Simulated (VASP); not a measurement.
# GdO (Pm-3m) in VASP: a series of runs

Runs on GdO. Level: PBE. Tasks: single point.

All numbers are computed with VASP 6.6.1; they aren't measurements. Logs are shortened: lines on timing, memory, paths and dates and some standing lists are left out, and cuts for length are marked.

### Step 1. The cell of the first run

Symmetry: Pm-3m, No. 221, cubic system. Conventional cell: a = 2.802 Å, b = 2.802 Å, c = 2.802 Å, α = 90.00°, β = 90.00°, γ = 90.00°. Within 3.2 Å of Gd (site symmetry m-3m) lie 8 O at 2.43 Å and 6 Gd at 2.80 Å. O (site symmetry m-3m) has 8 Gd at 2.43 Å and 6 O at 2.80 Å within 3.2 Å.

### Step 2. Single point, PBE, collinear spin, ferromagnetic start

Contents of INCAR:

```
SYSTEM = GdO
PREC = Accurate
ENCUT = 520
EDIFF = 1E-7
ISMEAR = 0
SIGMA = 0.015
LREAL = .FALSE.
LASPH = .TRUE.
NELM = 150
ALGO = Normal
ISIF = 2
LWAVE = .FALSE.
LCHARG = .TRUE.
ISPIN = 2
MAGMOM = 7 0
LORBIT = 11
LMAXMIX = 6
GGA = PE
LELF = .TRUE.
LVHAR = .TRUE.
NBANDS = 23
```

Contents of KPOINTS:

```
regular mesh
0
G
  9 9 9
  0 0 0
```

Contents of POSCAR:

```
GdO
1.0
    2.8018137600      0.0000000000      0.0000000000
    0.0000000000      2.8018137600      0.0000000000
    0.0000000000      0.0000000000      2.8018137600
Gd O
1 1
Direct
    0.0000000000      0.0000000000      0.0000000000
    0.5000000000      0.5000000000      0.5000000000
```

Potentials or basis: VASP PAW PBE potentials, release 64 (Gd, O).

On the command line:

```sh
$ cat potpaw_PBE.64/Gd/POTCAR potpaw_PBE.64/O/POTCAR > POTCAR
$ mpirun -np 1 vasp_std > vasp.out
```

OUTCAR:

```text
SYSTEM = GdO
   PREC = Accurate
   ENCUT = 520
   EDIFF = 1E-7
   ISMEAR = 0
   LREAL = .FALSE.
   LASPH = .TRUE.
   NELM = 150
   ISIF = 2
   ISPIN = 2
   LORBIT = 11
   GGA = PE

 ion  position               nearest neighbor table
   1  0.000  0.000  0.000-   2 2.43   2 2.43   2 2.43   2 2.43   2 2.43   2 2.43   2 2.43   2 2.43

   2  0.500  0.500  0.500-   1 2.43   1 2.43   1 2.43   1 2.43   1 2.43   1 2.43   1 2.43   1 2.43

  LATTYP: Found a simple cubic cell.
 ALAT       =     2.8018137600

  Lattice vectors:

 A1 = (   2.8018137600,   0.0000000000,   0.0000000000)
 A2 = (   0.0000000000,   2.8018137600,   0.0000000000)
 A3 = (   0.0000000000,   0.0000000000,   2.8018137600)

Analysis of symmetry for initial positions (statically):
=====================================================================
 Subroutine PRICEL returns:
 Original cell was already a primitive cell.

 Routine SETGRP: Setting up the symmetry group for a
 simple cubic supercell.

 Subroutine GETGRP returns: Found 48 space group operations
 (whereof 48 operations were pure point group operations)
 out of a pool of 48 trial point group operations.

The static configuration has the point symmetry O_h .

Analysis of symmetry for dynamics (positions and initial velocities):
=====================================================================
 Subroutine PRICEL returns:
 Original cell was already a primitive cell.

 Routine SETGRP: Setting up the symmetry group for a
 simple cubic supercell.

 Subroutine GETGRP returns: Found 48 space group operations
 (whereof 48 operations were pure point group operations)
 out of a pool of 48 trial point group operations.

The dynamic configuration has the point symmetry O_h .

Analysis of structural, dynamic, and magnetic symmetry:
=====================================================================
 Subroutine PRICEL returns:
 Original cell was already a primitive cell.

 Routine SETGRP: Setting up the symmetry group for a
 simple cubic supercell.

 Subroutine GETGRP returns: Found 48 space group operations
 (whereof 48 operations were pure point group operations)
 out of a pool of 48 trial point group operations.

The overall configuration has the point symmetry O_h .

 Subroutine INISYM returns: Found 48 space group operations
 (whereof 48 operations are pure point group operations),
 and found     1 'primitive' translations

----------------------------------------------------------------------------------------

                                     Primitive cell

  volume of cell :      21.9947

  direct lattice vectors                    reciprocal lattice vectors
     2.801813760  0.000000000  0.000000000     0.356911660  0.000000000  0.000000000
     0.000000000  2.801813760  0.000000000     0.000000000  0.356911660  0.000000000
     0.000000000  0.000000000  2.801813760     0.000000000  0.000000000  0.356911660

  length of vectors
     2.801813760  2.801813760  2.801813760     0.356911660  0.356911660  0.356911660

  position of ions in fractional coordinates (direct lattice)
     0.000000000  0.000000000  0.000000000
     0.500000000  0.500000000  0.500000000

  ion indices of the primitive-cell ions
   primitive index   ion index
                 1           1
                 2           2

----------------------------------------------------------------------------------------

 KPOINTS: regular mesh

Automatic generation of k-mesh.
 Grid dimensions read from file:
 generate k-points for:    9    9    9

 Generating k-lattice:

  Cartesian coordinates                     Fractional coordinates (reciprocal lattice)
     0.039656851  0.000000000  0.000000000     0.111111111  0.000000000  0.000000000
     0.000000000  0.039656851  0.000000000     0.000000000  0.111111111  0.000000000
     0.000000000  0.000000000  0.039656851     0.000000000  0.000000000  0.111111111

  Length of vectors
     0.039656851  0.039656851  0.039656851

  Shift w.r.t. Gamma in fractional coordinates (k-lattice)
     0.000000000  0.000000000  0.000000000

 Subroutine IBZKPT returns following result:
 ===========================================

 Found     35 irreducible k-points:

 Following reciprocal coordinates:
            Coordinates               Weight
  0.000000  0.000000  0.000000      1.000000
  0.111111  0.000000  0.000000      6.000000
  0.222222  0.000000  0.000000      6.000000
  0.333333  0.000000  0.000000      6.000000
  0.444444  0.000000  0.000000      6.000000
  0.111111  0.111111  0.000000     12.000000
[... 16 lines left out ...]
  0.333333  0.333333  0.111111     24.000000
  0.444444  0.333333  0.111111     48.000000
 [... further k-points ...]
   k-points           NKPTS =     35   k-points in BZ     NKDIM =     35   number of bands    NBANDS=     23
   number of dos      NEDOS =    301   number of ions     NIONS =      2
   total plane-waves  NPLWV =  13824
   dimension x,y,z NGX =    24 NGY =   24 NGZ =   24
   dimension x,y,z NGXF=    48 NGYF=   48 NGZF=   48
   ions per type =               1   1
   NGX,Y,Z   is equivalent  to a cutoff of  14.24, 14.24, 14.24 a.u.
   NGXF,Y,Z  is equivalent  to a cutoff of  28.48, 28.48, 28.48 a.u.
 SYSTEM =  GdO
   PREC   = accura    normal or accurate (medium, high low for compatibility)
   ISTART =      0    job   : 0-new  1-cont  2-samecut
   ICHARG =      2    charge: 1-file 2-atom 10-const
   ISPIN  =      2    spin polarized calculation?
   LNONCOLLINEAR =      F non collinear calculations
   LSORBIT =      F    spin-orbit coupling
   LASPH  =      T    aspherical Exc in radial PAW
   ENCUT  =  520.0 eV  38.22 Ry    6.18 a.u.   5.21  5.21  5.21*2*pi/ulx,y,z
   NELM   =    150;   NELMIN=  2; NELMDL= -5     # of ELM steps
   EDIFF  = 0.1E-06   stopping-criterion for ELM
   LREAL  =      F    real-space projection
   EDIFFG = 0.1E-05   stopping-criterion for IOM
   NSW    =      0    number of steps for IOM
   IBRION =     -1    ionic relax: 0-MD 1-quasi-New 2-CG
   NFREE  =      0    steps in history (QN), initial steepest desc. (CG)
   ISIF   =      2    stress and relaxation
   ISYM   =      2    0-nonsym 1-usesym 2-fastsym
   POTIM  = 0.5000    time-step for ionic-motion
   TEBEG  =    0.0;   TEEND  =   0.0 temperature during run
   PSTRESS=    0.0 pullay stress
   NELECT =      24.0000    total number of electrons
   NUPDOWN=      -1.0000    fix difference up-down
   EMIN   =  10.00;   EMAX   =-10.00  energy-range for DOS
   EFERMI =   0.00;   METHOD = LEGACY
   ISMEAR =     0;   SIGMA  =   0.01  broadening in eV -4-tet -1-fermi 0-gaus
   EFERMI_NEDOS =   21; number of points for ismear=-14 and -15
   IALGO  =     38    algorithm
   IMIX   =      4    mixing-type and parameters
     AMIX     =   0.40;   BMIX     =  1.00
     AMIX_MAG =   1.60;   BMIX_MAG =  1.00
  volume/ion in A,a.u.               =      11.00        74.21
  Fermi-wavevector in a.u.,A,eV,Ry     =   1.685412  3.184966 38.648877  2.840612
  Thomas-Fermi vector in A             =   2.768260
   LORBIT       =     11    0 simple, 1 ext, 2 COOP (PROOUT), +10 PAW based schemes
   GGA     = PE    functional components
   LHFCALC =     F    Hartree Fock is set to
   AEXX    =    0.0000 exact exchange contribution
   IVDW    =     0    specifies the selected vdW correction
   LEPSILON=     F    determine dielectric tensor
   LRPA    =     F    only Hartree local field effects (RPA)
 spin polarized calculation
 Gauss-broadening in eV      SIGMA  =   0.01
  energy-cutoff  :      520.00
  volume of cell :       21.99
 maximum number of plane-waves:       619
 NGX is ok and might be reduce to    24
   NGX = 11   NGY = 11   NGZ = 11

 number of electron      24.0000000 magnetization       6.9547323

 Free energy of the ion-electron system (eV)
  ---------------------------------------------------
  ext. energy  EPLUGINS =         0.00000000
  ---------------------------------------------------
  free energy    TOTEN  =       -20.34325969 eV

  energy without entropy =      -20.34317317  energy(sigma->0) =      -20.34321643

 E-fermi :   8.7062     XC(G=0): -13.5947

 val. band max:        8.6899036214   @ k =   0.3333   0.2222   0.1111
 cond. band min:       8.7400641387   @ k =   0.2222   0.2222   0.0000
 fundamental gap:      0.0501605173
 Fermi energy:         8.7061598833

 spin component 1

 k-point     1 :       0.0000    0.0000    0.0000
  band No.  band energies     occupation
      1     -37.2479      1.00000
      2     -13.3111      1.00000
      3     -13.3111      1.00000
      4     -13.3111      1.00000
      5     -12.6100      1.00000
      6       3.2585      1.00000
[... 15 lines left out ...]
     22      27.1057      0.00000
     23      27.1057      0.00000
[... 575 lines left out ...]
      1     -36.5145      1.00000
      2     -16.3092      1.00000
      3     -15.2784      1.00000
      4     -13.0451      1.00000
      5     -11.4632      1.00000
      6       1.4414      1.00000
[... 15 lines left out ...]
     22      24.2475      0.00000
     23      25.7687      0.00000

 [... further k-points ...]

 spin component 2

 k-point     1 :       0.0000    0.0000    0.0000
  band No.  band energies     occupation
      1     -34.3106      1.00000
      2     -12.4669      1.00000
      3     -11.0853      1.00000
      4     -11.0853      1.00000
      5     -11.0853      1.00000
      6       4.0402      1.00000
[... 15 lines left out ...]
     22      27.4955      0.00000
     23      27.4955      0.00000
[... 575 lines left out ...]
      1     -33.4443      1.00000
      2     -14.7611      1.00000
      3     -13.3156      1.00000
      4     -11.0256      1.00000
      5     -10.7168      1.00000
      6       1.8405      1.00000
[... 15 lines left out ...]
     22      25.3101      0.00000
     23      26.6496      0.00000

 [... further k-points ...]

------------------------ aborting loop because EDIFF is reached ----------------------------------------

  FORCE on cell =-STRESS in cart. coord.  units (eV):
  Direction    XX          YY          ZZ          XY          YZ          ZX
  --------------------------------------------------------------------------------------
  -------------------------------------------------------------------------------------
  Total        6.6415554      6.6415554      6.6415554      0.0000000     -0.0000000      0.0000000
  in kB      483.7963556    483.7963556    483.7963556      0.0000000     -0.0000000      0.0000000
  external PRESSURE =     483.7963556 kB  Pullay stress =       0.0000000 kB

 VOLUME and BASIS-vectors are now :
 -----------------------------------------------------------------------------
  energy-cutoff  :      520.00
  volume of cell :       21.99
      direct lattice vectors                 reciprocal lattice vectors
     2.801813760  0.000000000  0.000000000     0.356911660  0.000000000  0.000000000
     0.000000000  2.801813760  0.000000000     0.000000000  0.356911660  0.000000000
     0.000000000  0.000000000  2.801813760     0.000000000  0.000000000  0.356911660

 POSITION                                       TOTAL-FORCE (eV/Angst)
 -----------------------------------------------------------------------------------
      0.00000      0.00000      0.00000         0.000000      0.000000      0.000000
      1.40091      1.40091      1.40091         0.000000      0.000000      0.000000
 -----------------------------------------------------------------------------------
    total drift:                                0.000000      0.000000     -0.000000

  FREE ENERGIE OF THE ION-ELECTRON SYSTEM (eV)
  ---------------------------------------------------
  free  energy   TOTEN  =       -20.3432596936 eV

  energy  without entropy=      -20.3431731701  energy(sigma->0) =      -20.34321643

 total charge

# of ion       s       p       d       f       tot
--------------------------------------------------
    1        2.027   5.625   0.866   7.146  15.664
    2        1.557   3.514   0.000   0.000   5.071
--------------------------------------------------
tot          3.584   9.139   0.866   7.146  20.735

 magnetization (x)

# of ion       s       p       d       f       tot
--------------------------------------------------
    1        0.001  -0.070   0.120   6.647   6.698
    2        0.001   0.006   0.000   0.000   0.007
--------------------------------------------------
tot          0.002  -0.064   0.120   6.647   6.705
```

Run time: 1.7 min. Hardware: 1 thread of Intel Xeon 8259CL, shared host; peak memory 0.18 GiB.

Results:

- Free energy: -20.3433 eV
- Pressure: 48.4 GPa
- Net moment: 6.95 μB per cell
- Site moments: Gd +6.70; O +0.01 μB
- Valence electrons inside the program's atomic spheres: Gd 15.66; O 5.07

Caveat: the cell stands under pressure; spin-orbit coupling is left out, which moves the levels of the heavy elements; a cell with one magnetic atom can't hold antiferromagnetic order, which such compounds often take; semilocal functionals describe open f shells poorly, which spoils levels, moments and volumes. With open d or f shells a metallic result of PBE can be an artefact of self-interaction; +U or a hybrid may open a gap.

### Step 3. Single point, PBE, collinear spin, ferromagnetic start

Contents of INCAR:

```
SYSTEM = GdO
PREC = Accurate
ENCUT = 520
EDIFF = 1E-6
ISMEAR = 0
SIGMA = 0.016
LREAL = .FALSE.
LASPH = .TRUE.
NELM = 150
ALGO = Normal
ISIF = 2
LWAVE = .FALSE.
LCHARG = .FALSE.
ISPIN = 2
MAGMOM = 7 0
LORBIT = 11
LMAXMIX = 6
GGA = PE
NBANDS = 23
```

KPOINTS is that of step 2.

POSCAR is that of step 2.

Potentials or basis: VASP PAW PBE potentials, release 64 (Gd, O).

On the command line:

```sh
$ cat potpaw_PBE.64/Gd/POTCAR potpaw_PBE.64/O/POTCAR > POTCAR
$ mpirun -np 1 vasp_std > vasp.out
```

Run time: 98 s. Hardware: 1 thread of Intel Xeon 8259CL, shared host; peak memory 0.18 GiB.

It converged, with:

| Quantity | Value |
| --- | --- |
| Free energy | -20.3433 eV |
| Pressure | 48.4 GPa |
| Net moment | 6.96 μB per cell |
| Site moments | Gd +6.70; O +0.01 μB |
| Valence electrons inside the program's atomic spheres | Gd 15.66; O 5.07 |

Levels at points of the mesh, in eV from the Fermi level:
Spin up:
```tsv
k point	band 14	band 15	band 16	band 17	band 18	band 19
(0.00, 0.00, 0.00)	-3.44	-3.44	-3.35	-3.35	2.82	7.62
```
Spin down:
```csv
k point,band 6,band 7,band 8,band 9,band 10,band 11
"(0.00, 0.00, 0.00)",-4.67,-4.67,-4.67,-2.45,-2.45,0.48
```

Caveat: the cell stands under pressure; spin-orbit coupling is left out, which moves the levels of the heavy elements; a cell with one magnetic atom can't hold antiferromagnetic order, which such compounds often take; semilocal functionals describe open f shells poorly, which spoils levels, moments and volumes.

### Step 4. Single point, PBE, collinear spin, ferromagnetic start

Contents of INCAR:

```
SYSTEM = GdO
PREC     = Accurate       ! precision mode
ENCUT    = 520            ! plane-wave cutoff, eV
EDIFF    = 1E-7           ! SCF threshold, eV
ISMEAR   = 0              ! smearing method
SIGMA    = 0.017          ! smearing width, eV
LREAL    = .False.        ! projectors in reciprocal space
LASPH    = .True.         ! aspherical terms in the spheres
NELM     = 150            ! most SCF steps
ALGO     = Normal         ! electronic algorithm
ISIF     = 2              ! what is computed and relaxed
LWAVE    = .False.        ! write WAVECAR
LCHARG   = .False.        ! write CHGCAR
ISPIN    = 2              ! spin polarisation
MAGMOM   = 7 0            ! initial moments
LORBIT   = 11             ! projections on sites
LMAXMIX  = 6              ! l up to which the mixer works
GGA      = PE             ! functional
NBANDS   = 23             ! bands
```

Contents of KPOINTS:

```
Automatic mesh
0
Gamma
  9 9 9
  0 0 0
```

POSCAR is that of step 3.

On the command line:

```sh
$ cat potpaw_PBE.64/Gd/POTCAR potpaw_PBE.64/O/POTCAR > POTCAR
$ mpirun -np 1 vasp_std > vasp.out
```

Run time: 1.7 min. Hardware: 1 thread of Intel Xeon 8259CL, shared host; peak memory 0.18 GiB.

It converged, with:

* Free energy: -20.3433 eV
* Pressure: 48.4 GPa
* Net moment: 6.95 μB per cell
* Site moments: Gd +6.70; O +0.01 μB
* Valence electrons inside the program's atomic spheres: Gd 15.66; O 5.07

Levels at points of the mesh, in eV from the Fermi level:
Spin up:
| k point | band 12 | band 13 | band 14 | band 15 | band 16 | band 17 | band 18 | band 19 | band 20 | band 21 |
| --- | --- | --- | --- | --- | --- | --- | --- | --- | --- | --- |
| (0.00, 0.00, 0.00) | -4.37 | -3.44 | -3.44 | -3.44 | -3.35 | -3.35 | 2.82 | 7.62 | 7.62 | 7.62 |
Spin down:
```tsv
k point	band 6	band 7	band 8	band 9	band 10	band 11
(0.00, 0.00, 0.00)	-4.67	-4.67	-4.67	-2.45	-2.45	0.48
```

Caveat: the cell stands under pressure; spin-orbit coupling is left out, which moves the levels of the heavy elements; a cell with one magnetic atom can't hold antiferromagnetic order, which such compounds often take; semilocal functionals describe open f shells poorly, which spoils levels, moments and volumes. The state reached can hang on the start; a lower one may exist.

### Step 5. Single point, PBE, collinear spin, ferromagnetic start

Contents of INCAR:

```
  ALGO = Normal
  EDIFF = 1E-6
  ENCUT = 520
  GGA = PE
  ISIF = 2
  ISMEAR = 0
  ISPIN = 2
  LASPH = T
  LCHARG = T
  LELF = T
  LMAXMIX = 6
  LORBIT = 11
  LREAL = F
  LVHAR = T
  LWAVE = F
  MAGMOM = 7 0
  NBANDS = 23
  NELM = 150
  PREC = Accurate
  SIGMA = 0.018000000000000002
```

Contents of KPOINTS:

```
k-points
0
Gamma
  9 9 9
```

POSCAR is that of step 4.

On the command line:

```sh
$ cat potpaw_PBE.64/Gd/POTCAR potpaw_PBE.64/O/POTCAR > POTCAR
$ mpirun -np 1 vasp_std > vasp.out
```

It took 88 s on 1 thread of Intel Xeon 8259CL, shared host; peak memory 0.18 GiB.

Results (log left out):

- Free energy: -20.3433 eV
- Pressure: 48.4 GPa
- Net moment: 6.96 μB per cell
- Site moments: Gd +6.70; O +0.01 μB
- Valence electrons inside the program's atomic spheres: Gd 15.66; O 5.07

Levels at points of the mesh, in eV from the Fermi level:
Spin up:
```tsv
k point	band 14	band 15	band 16	band 17	band 18	band 19
(0.00, 0.00, 0.00)	-3.44	-3.44	-3.35	-3.35	2.82	7.62
```
Spin down:
```csv
k point,band 6,band 7,band 8,band 9,band 10,band 11
"(0.00, 0.00, 0.00)",-4.67,-4.67,-4.67,-2.45,-2.45,0.48
```

Caveat: the cell stands under pressure; spin-orbit coupling is left out, which moves the levels of the heavy elements; a cell with one magnetic atom can't hold antiferromagnetic order, which such compounds often take; semilocal functionals describe open f shells poorly, which spoils levels, moments and volumes.

(Continued in part 2 of 2.)
